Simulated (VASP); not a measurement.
# HC18 in VASP: single point with PBE

Aim: the single point of HC18 with PBE.

All numbers are computed with VASP 6.6.1; they aren't measurements. Logs are shortened: lines on timing, memory, paths and dates and some standing lists are left out, and cuts for length are marked.

## Step 1: The cell of the first run

The cell holds a slab with vacuum, 19 atoms: a = 7.398 Å, b = 7.398 Å, c = 11.000 Å, α = 90.00°, β = 90.00°, γ = 120.00°.

## Step 2: Single point, PBE, collinear spin

File INCAR:

```
SYSTEM = HC18
PREC = Accurate
ENCUT = 520
EDIFF = 1E-6
ISMEAR = 0
SIGMA = 0.02
LREAL = Auto
LASPH = .True.
NELM = 150
ALGO = Normal
ISIF = 2
LWAVE = .False.
LCHARG = .False.
ISPIN = 2
MAGMOM = 0 0 0 0 0 0 0 0 0 0 0 0 0 0 0 0 0 0 1
LORBIT = 11
GGA = PE
NBANDS = 56
```

File KPOINTS:

```
Automatic mesh
0
Gamma
  2 2 1
  0 0 0
```

File POSCAR:

```
HC18
1.0
    7.3980000000      0.0000000000      0.0000000000
   -3.6990000000      6.4068560000      0.0000000000
    0.0000000000      0.0000000000     11.0000000000
C H
18 1
Direct
   -0.0002975520      0.0010392143      0.0910078725
    0.2193120274      0.1077846549      0.0873743520
   -0.0023106618      0.3292231910      0.0843653036
    0.2191764392      0.4399683411      0.0838805199
   -0.0002979619      0.6594118045      0.0910127197
    0.2193039796      0.7722712402      0.0873624681
    0.3298955534     -0.0046770678      0.0881544802
    0.5524990255      0.1066209996      0.0877289219
    0.3299177143      0.3292245981      0.0843595609
    0.5513534897      0.4398237029      0.0873769737
    0.3299153207      0.6614456421      0.0843504100
    0.5513520191      0.7722741141      0.0873584468
    0.6638084662     -0.0046734724      0.0881627423
    0.8868508812      0.1077894275      0.0873899916
    0.6638055441      0.3292284623      0.0881744243
    0.8868507712      0.4398165289      0.0873937503
    0.6580849977      0.6594142989      0.0909904279
    0.8858362226      0.7732932698      0.1122773623
    0.8857721238      0.7732455500      0.2149157721
```

Potentials or basis: VASP PAW PBE potentials, release 64 (C, H).

On the command line:

```console
$ cat potpaw_PBE.64/C/POTCAR potpaw_PBE.64/H/POTCAR > POTCAR
$ mpirun -np 1 vasp_std > vasp.out
```

OUTCAR:

```text
SYSTEM = HC18
   PREC = Accurate
   ENCUT = 520
   EDIFF = 1E-6
   ISMEAR = 0
   LREAL = Auto
   LASPH = .True.
   NELM = 150
   ISIF = 2
   ISPIN = 2
   LORBIT = 11
   GGA = PE

 ion  position               nearest neighbor table
   1  1.000  0.001  0.091-  14 1.41   2 1.41  18 1.48
   2  0.219  0.108  0.087-   1 1.41   9 1.42   7 1.43
   3  0.998  0.329  0.084-   4 1.42  16 1.42  14 1.42
   4  0.219  0.440  0.084-  11 1.42   9 1.42   3 1.42
   5  1.000  0.659  0.091-  16 1.41   6 1.41  18 1.48
   6  0.219  0.772  0.087-   5 1.41  11 1.42   7 1.43
[... 9 lines left out ...]
  16  0.887  0.440  0.087-   5 1.41   3 1.42  15 1.43
  17  0.658  0.659  0.091-  10 1.41  12 1.41  18 1.48
  18  0.886  0.773  0.112-  19 1.13   1 1.48   5 1.48  17 1.48
  19  0.886  0.773  0.215-  18 1.13

  LATTYP: Found a hexagonal cell.
 ALAT       =     7.3980000000
 C/A-ratio  =     1.4868883482

  Lattice vectors:

 A1 = (   7.3980000000,   0.0000000000,   0.0000000000)
 A2 = (  -3.6990000000,   6.4068560000,   0.0000000000)
 A3 = (   0.0000000000,   0.0000000000,  11.0000000000)

Analysis of symmetry for initial positions (statically):
=====================================================================
 Subroutine PRICEL returns:
 Original cell was already a primitive cell.

 Routine SETGRP: Setting up the symmetry group for a
 hexagonal supercell.

 Subroutine GETGRP returns: Found  1 space group operations
 (whereof  1 operations were pure point group operations)
 out of a pool of 24 trial point group operations.

The static configuration has the point symmetry C_1 .

Analysis of symmetry for dynamics (positions and initial velocities):
=====================================================================
 Subroutine PRICEL returns:
 Original cell was already a primitive cell.

 Routine SETGRP: Setting up the symmetry group for a
 hexagonal supercell.

 Subroutine GETGRP returns: Found  1 space group operations
 (whereof  1 operations were pure point group operations)
 out of a pool of 24 trial point group operations.

The dynamic configuration has the point symmetry C_1 .

Analysis of structural, dynamic, and magnetic symmetry:
=====================================================================
 Subroutine PRICEL returns:
 Original cell was already a primitive cell.

 Routine SETGRP: Setting up the symmetry group for a
 hexagonal supercell.

 Subroutine GETGRP returns: Found  1 space group operations
 (whereof  1 operations were pure point group operations)
 out of a pool of 24 trial point group operations.

The overall configuration has the point symmetry C_1 .

 Subroutine INISYM returns: Found  1 space group operations
 (whereof  1 operations are pure point group operations),
 and found     1 'primitive' translations

----------------------------------------------------------------------------------------

                                     Primitive cell

  volume of cell :     521.3771

  direct lattice vectors                    reciprocal lattice vectors
     7.398000000  0.000000000  0.000000000     0.135171668  0.078041398  0.000000000
    -3.699000000  6.406856000  0.000000000     0.000000000  0.156082796  0.000000000
     0.000000000  0.000000000 11.000000000     0.000000000  0.000000000  0.090909091

  length of vectors
     7.398000000  7.398000054 11.000000000     0.156082797  0.156082796  0.090909091

  position of ions in fractional coordinates (direct lattice)
     0.999702448  0.001039214  0.091007873
     0.219312027  0.107784655  0.087374352
     0.997689338  0.329223191  0.084365304
     0.219176439  0.439968341  0.083880520
     0.999702038  0.659411805  0.091012720
     0.219303980  0.772271240  0.087362468
[... 11 lines left out ...]
     0.885836223  0.773293270  0.112277362
     0.885772124  0.773245550  0.214915772

  ion indices of the primitive-cell ions
   primitive index   ion index
                 1           1
                 2           2
                 3           3
                 4           4
                 5           5
                 6           6
[... 11 lines left out ...]
                18          18
                19          19

----------------------------------------------------------------------------------------

 KPOINTS: Automatic mesh

Automatic generation of k-mesh.
 Grid dimensions read from file:
 generate k-points for:    2    2    1

 Generating k-lattice:

  Cartesian coordinates                     Fractional coordinates (reciprocal lattice)
     0.067585834  0.039020699  0.000000000     0.500000000 -0.000000000  0.000000000
     0.000000000  0.078041398  0.000000000     0.000000000  0.500000000  0.000000000
     0.000000000  0.000000000  0.090909091     0.000000000  0.000000000  1.000000000

  Length of vectors
     0.078041399  0.078041398  0.090909091

  Shift w.r.t. Gamma in fractional coordinates (k-lattice)
     0.000000000  0.000000000  0.000000000

 Subroutine IBZKPT returns following result:
 ===========================================

 Found      4 irreducible k-points:

 Following reciprocal coordinates:
            Coordinates               Weight
  0.000000  0.000000  0.000000      1.000000
  0.500000 -0.000000  0.000000      1.000000
  0.000000  0.500000  0.000000      1.000000
  0.500000  0.500000  0.000000      1.000000
   k-points           NKPTS =      4   k-points in BZ     NKDIM =      4   number of bands    NBANDS=     56
   number of dos      NEDOS =    301   number of ions     NIONS =     19
   total plane-waves  NPLWV = 263424
   dimension x,y,z NGX =    56 NGY =   56 NGZ =   84
   dimension x,y,z NGXF=   112 NGYF=  112 NGZF=  168
   ions per type =              18   1
   NGX,Y,Z   is equivalent  to a cutoff of  12.58, 12.58, 12.70 a.u.
   NGXF,Y,Z  is equivalent  to a cutoff of  25.17, 25.17, 25.39 a.u.
 SYSTEM =  HC18
   PREC   = accura    normal or accurate (medium, high low for compatibility)
   ISTART =      0    job   : 0-new  1-cont  2-samecut
   ICHARG =      2    charge: 1-file 2-atom 10-const
   ISPIN  =      2    spin polarized calculation?
   LNONCOLLINEAR =      F non collinear calculations
   LSORBIT =      F    spin-orbit coupling
   LASPH  =      T    aspherical Exc in radial PAW
   ENCUT  =  520.0 eV  38.22 Ry    6.18 a.u.  13.76 13.76 20.45*2*pi/ulx,y,z
   NELM   =    150;   NELMIN=  2; NELMDL= -5     # of ELM steps
   EDIFF  = 0.1E-05   stopping-criterion for ELM
   LREAL  =      T    real-space projection
   EDIFFG = 0.1E-04   stopping-criterion for IOM
   NSW    =      0    number of steps for IOM
   IBRION =     -1    ionic relax: 0-MD 1-quasi-New 2-CG
   NFREE  =      0    steps in history (QN), initial steepest desc. (CG)
   ISIF   =      2    stress and relaxation
   ISYM   =      2    0-nonsym 1-usesym 2-fastsym
   POTIM  = 0.5000    time-step for ionic-motion
   TEBEG  =    0.0;   TEEND  =   0.0 temperature during run
   PSTRESS=    0.0 pullay stress
   NELECT =      73.0000    total number of electrons
   NUPDOWN=      -1.0000    fix difference up-down
   EMIN   =  10.00;   EMAX   =-10.00  energy-range for DOS
   EFERMI =   0.00;   METHOD = LEGACY
   ISMEAR =     0;   SIGMA  =   0.02  broadening in eV -4-tet -1-fermi 0-gaus
   EFERMI_NEDOS =   21; number of points for ismear=-14 and -15
   IALGO  =     38    algorithm
   IMIX   =      4    mixing-type and parameters
     AMIX     =   0.40;   BMIX     =  1.00
     AMIX_MAG =   1.60;   BMIX_MAG =  1.00
  volume/ion in A,a.u.               =      27.44       185.18
  Fermi-wavevector in a.u.,A,eV,Ry     =   0.850090  1.606438  9.832301  0.722654
  Thomas-Fermi vector in A             =   1.966013
   LORBIT       =     11    0 simple, 1 ext, 2 COOP (PROOUT), +10 PAW based schemes
   GGA     = PE    functional components
   LHFCALC =     F    Hartree Fock is set to
   AEXX    =    0.0000 exact exchange contribution
   IVDW    =     0    specifies the selected vdW correction
   LEPSILON=     F    determine dielectric tensor
   LRPA    =     F    only Hartree local field effects (RPA)
 spin polarized calculation
 Gauss-broadening in eV      SIGMA  =   0.02
  energy-cutoff  :      520.00
  volume of cell :      521.38
 maximum number of plane-waves:     14099
 NGX is ok and might be reduce to    56
   NGX = 27   NGY = 27   NGZ = 41

 number of electron      73.0000002 magnetization      -0.0000153

 number of electron      73.0000002 magnetization       0.0000021

 Free energy of the ion-electron system (eV)
  ---------------------------------------------------
  ext. energy  EPLUGINS =         0.00000000
  ---------------------------------------------------
  free energy    TOTEN  =      -167.63525541 eV

  energy without entropy =     -167.63517336  energy(sigma->0) =     -167.63521438

 E-fermi :  -1.2214     XC(G=0):  -3.9473

 val. band max:       -1.2627390296   @ k =   0.0000   0.0000   0.0000
 cond. band min:      -1.1754162758   @ k =   0.5000   0.5000   0.0000
 fundamental gap:      0.0873227537
 Fermi energy:        -1.2213777737

 spin component 1

 k-point     1 :       0.0000    0.0000    0.0000
  band No.  band energies     occupation
      1     -20.8941      1.00000
      2     -18.5560      1.00000
      3     -18.3203      1.00000
      4     -18.3201      1.00000
      5     -18.2095      1.00000
      6     -18.1942      1.00000
[... 40 lines left out ...]
     47       3.9961      0.00000
     48       4.6487      0.00000
[... 151 lines left out ...]
     47       4.2681      0.00000
     48       4.4655      0.00000
 Fermi energy:        -1.2213777737

 spin component 2

 k-point     1 :       0.0000    0.0000    0.0000
  band No.  band energies     occupation
      1     -20.8941      1.00000
      2     -18.5560      1.00000
      3     -18.3203      1.00000
      4     -18.3201      1.00000
      5     -18.2095      1.00000
      6     -18.1942      1.00000
[... 40 lines left out ...]
     47       3.9959      0.00000
     48       4.6486      0.00000
[... 151 lines left out ...]
     47       4.2680      0.00000
     48       4.4653      0.00000
 [bands above 48 left out]

------------------------ aborting loop because EDIFF is reached ----------------------------------------

  FORCE on cell =-STRESS in cart. coord.  units (eV):
  Direction    XX          YY          ZZ          XY          YZ          ZX
  --------------------------------------------------------------------------------------
  -------------------------------------------------------------------------------------
  Total        5.2210030      5.2254842     -0.0438930     -0.0029659      0.0019403      0.0010923
  in kB       16.0439962     16.0577667     -0.1348821     -0.0091141      0.0059624      0.0033565
  external PRESSURE =      10.6556269 kB  Pullay stress =       0.0000000 kB

 VOLUME and BASIS-vectors are now :
 -----------------------------------------------------------------------------
  energy-cutoff  :      520.00
  volume of cell :      521.38
      direct lattice vectors                 reciprocal lattice vectors
     7.398000000  0.000000000  0.000000000     0.135171668  0.078041398  0.000000000
    -3.699000000  6.406856000  0.000000000     0.000000000  0.156082796  0.000000000
     0.000000000  0.000000000 11.000000000     0.000000000  0.000000000  0.090909091

 POSITION                                       TOTAL-FORCE (eV/Angst)
 -----------------------------------------------------------------------------------
      7.39195      0.00666      1.00109         0.003600      0.000811     -0.006916
      1.22377      0.69056      0.96112         0.002522      0.003706      0.000948
      6.16311      2.10929      0.92802         0.006342      0.003433      0.004022
     -0.00598      2.81881      0.92269         0.000237     -0.001627     -0.002215
      4.95663      4.22476      1.00114         0.002255      0.003187     -0.008454
     -1.23422      4.94783      0.96099         0.005330      0.003960      0.002556
[... 11 lines left out ...]
      3.69300      4.95438      1.23505        -0.001754     -0.000834     -0.014119
      3.69271      4.95407      2.36407         0.000962      0.001008      0.034023
 -----------------------------------------------------------------------------------
    total drift:                               -0.009533     -0.003067     -0.001175

  FREE ENERGIE OF THE ION-ELECTRON SYSTEM (eV)
  ---------------------------------------------------
  free  energy   TOTEN  =      -167.6352554076 eV

  energy  without entropy=     -167.6351733596  energy(sigma->0) =     -167.63521438

 total charge

# of ion       s       p       d       tot
------------------------------------------
    1        0.866   1.771   0.000   2.637
    2        0.862   1.806   0.000   2.667
    3        0.862   1.804   0.000   2.666
    4        0.865   1.793   0.000   2.658
    5        0.866   1.771   0.000   2.637
    6        0.862   1.806   0.000   2.667
[... 11 lines left out ...]
   18        0.842   1.818   0.000   2.660
   19        0.583   0.042   0.000   0.625
--------------------------------------------------
tot         16.091  32.318   0.000  48.408

 magnetization (x)

# of ion       s       p       d       tot
------------------------------------------
    1        0.000  -0.000   0.000  -0.000
    2       -0.000   0.000   0.000   0.000
    3       -0.000  -0.000   0.000  -0.000
    4        0.000   0.000   0.000   0.000
    5       -0.000  -0.000   0.000  -0.000
    6        0.000   0.000   0.000   0.000
[... 11 lines left out ...]
   18       -0.000  -0.000   0.000  -0.000
   19        0.000  -0.000   0.000   0.000
--------------------------------------------------
tot         -0.000   0.000   0.000   0.000
```

Wall time 9.6 min (1 thread of Intel Xeon Platinum 8259CL at 2.50GHz (Skylake/Cascade Lake), shared host); peak memory 0.78 GiB.

Results:

- Free energy: -167.6353 eV
- Largest force: 0.034 eV/Å
- Net moment: 0.00 μB per cell
- Valence electrons inside the program's atomic spheres: C 2.64, 2.67, 2.66, 2.65 (each value once); H 0.62

Forces on the atoms (eV/Å):
```
C    0.004  0.001 -0.007
C    0.003  0.004  0.001
C    0.006  0.003  0.004
C    0.000 -0.002 -0.002
C    0.002  0.003 -0.008
C    0.005  0.004  0.003
C   -0.001 -0.002 -0.002
C    0.002  0.002  0.010
C   -0.009 -0.004  0.003
C    0.000 -0.002 -0.003
C   -0.008 -0.005  0.002
C   -0.001  0.002 -0.002
C    0.000 -0.002 -0.002
C   -0.005  0.000 -0.004
C   -0.001  0.001 -0.002
C   -0.001 -0.008 -0.004
C    0.006  0.004 -0.005
C   -0.002 -0.001 -0.014
H    0.001  0.001  0.034
```

Caveat: the k points lie up to 0.49 Å⁻¹ apart.
